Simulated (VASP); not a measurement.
A run of VASP 6.6.1 is set up as follows.

Contents of INCAR:

```
PREC = Accurate ; ENCUT = 520
EDIFF = 1E-6 ; ISMEAR = -1
SIGMA = 0.06122561905347299 ; LREAL = F
LASPH = T ; NELM = 100
ALGO = Normal ; ISIF = 2
LWAVE = F ; LCHARG = F
GGA = PE ; NBANDS = 12
```

Contents of KPOINTS:

```
Automatic mesh
0
Gamma
  42 42 42
```

File POSCAR:

```
Sc
1.0
   -1.8752400427      1.8752400427      1.8752400427
    1.8752400427     -1.8752400427      1.8752400427
    1.8752400427      1.8752400427     -1.8752400427
Sc
1
Direct
    0.0000000000      0.0000000000      0.0000000000
```

Potentials or basis: VASP PAW PBE potentials, release 64 (Sc_sv).

Run with:

```console
$ cat potpaw_PBE.64/Sc_sv/POTCAR > POTCAR
$ mpirun -np 1 vasp_std > vasp.out
```

Predict the band gap on the k mesh.

zero (an odd number of electrons rules out a gap without spin polarisation).

What does it give for the pressure?

-2.8 GPa.
